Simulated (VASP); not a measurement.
Wanted: the native input for a VASP 6.6.1 run.

```
Task                   : relaxation of cell and atoms
Functional             : PBE
Potentials or basis    : VASP PAW PBE potentials, release 64 (Li_sv, Sc_sv)
Cutoff                 : 600 eV
k mesh                 : 12 × 6 × 8
Occupations            : gaussian, width 0.1 eV
Spin                   : no spin polarisation
Dipole correction      : no
Further INCAR settings : ALGO = Fast; EDIFF = 1e-07; IBRION = 2; EDIFFG = -0.01; NSW = 100; ISIF = 3
```

The structure of Li2Sc lies in POSCAR:

```
Li2Sc
1.0
    3.0120009784      0.0000000000      0.0000000000
    0.0000000000      8.2331807031      0.0000000000
    0.0000000000      0.0000000000      5.4876689926
Li Sc
4 2
Direct
    0.1764684952      0.1632002513      0.0000000000
    0.8235315048      0.8367997487      0.0000000000
    0.8235315048      0.1632002513      0.5000000000
    0.1764684952      0.8367997487      0.5000000000
    0.5000000000      0.5000000000      0.0000000000
    0.5000000000      0.5000000000      0.5000000000
```

The cell was generated, and may not be a known phase.

One way to write it, as run:

INCAR

```
SYSTEM = Li2Sc
PREC     = Accurate       ! precision mode
ENCUT    = 600            ! plane-wave cutoff, eV
EDIFF    = 1E-7           ! SCF threshold, eV
ISMEAR   = 0              ! smearing method
SIGMA    = 0.1            ! smearing width, eV
LREAL    = .FALSE.        ! projectors in reciprocal space
LASPH    = .TRUE.         ! aspherical terms in the spheres
NELM     = 60             ! most SCF steps
ALGO     = Fast           ! electronic algorithm
ISIF     = 3              ! what is computed and relaxed
LWAVE    = .FALSE.        ! write WAVECAR
LCHARG   = .FALSE.        ! write CHGCAR
GGA      = PE             ! functional
IBRION   = 2              ! ionic algorithm
NSW      = 100            ! ionic steps
EDIFFG   = -0.01          ! ionic threshold
```

KPOINTS

```
regular mesh
0
G
  12 6 8
  0 0 0
```

Potentials or basis: VASP PAW PBE potentials, release 64 (Li_sv, Sc_sv).

The run is started by

```console
$ cat potpaw_PBE.64/Li_sv/POTCAR potpaw_PBE.64/Sc_sv/POTCAR > POTCAR
$ mpirun -np 1 vasp_std > vasp.out
```

Results of the run:

| Quantity | Value |
| --- | --- |
| Relaxed volume | 22.61 Å³/atom |
| Relaxed cell | a = 2.971 Å, b = 8.294 Å, c = 5.505 Å, α = 90.00°, β = 90.00°, γ = 90.00° |
| Space group after relaxing (to 0.1 Å) | Pccm (No. 49) |
| Energy gained by relaxing | 0.7 meV/atom |
| Ionic steps | 12 |
| Pressure after relaxing | 0.0 GPa |
| Largest force after relaxing | 0.009 eV/Å |
| Band gap on the k mesh | zero (bands 17 and 18 overlap by 1.77 eV) |

Caveat: the cutoff is under 1.25 times the usual one of these potentials, so pressure, stress and relaxed cells hold a basis-set (Pulay) error.

Wall time 110 min on 1 thread of AMD EPYC 9R45 96-Core Processor (Zen 5), with other jobs on the host, peak memory 0.58 GiB.
